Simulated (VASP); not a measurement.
Here is a VASP 6.6.1 calculation.

The input INCAR:

```
ALGO     = Normal         # electronic algorithm
EDIFF    = 1E-6           # SCF threshold, eV
ENCUT    = 520            # plane-wave cutoff, eV
GGA      = PS             # functional
ISIF     = 2              # what is computed and relaxed
ISMEAR   = -1             # smearing method
LASPH    = T              # aspherical terms in the spheres
LCHARG   = T              # write CHGCAR
LELF     = T              # ELF
LREAL    = F              # projectors in reciprocal space
LVHAR    = T            
LWAVE    = F              # write WAVECAR
NBANDS   = 10             # bands
NELM     = 100            # most SCF steps
PREC     = Accurate       # precision mode
SIGMA    = 0.1            # smearing width, eV
```

The input KPOINTS:

```
k-points
0
Gamma
  14 14 14
```

File POSCAR:

```
K
1.0
   -2.5408883085      2.5408883085      2.5408883085
    2.5408883085     -2.5408883085      2.5408883085
    2.5408883085      2.5408883085     -2.5408883085
K
1
Direct
    0.0000000000      0.0000000000      0.0000000000
```

Potentials or basis: VASP PAW PBE potentials, release 64 (K_sv).

Command:

```console
$ cat potpaw_PBE.64/K_sv/POTCAR > POTCAR
$ mpirun -np 1 vasp_std > vasp.out
```

(1) Predict the band gap on the k mesh.

(2) Predict the pressure.

## Answers

(1) zero (an odd number of electrons rules out a gap without spin polarisation).

(2) 0.3 GPa.

Caveat: the PAW data sets were made with another functional, which shifts forces and pressure a little.
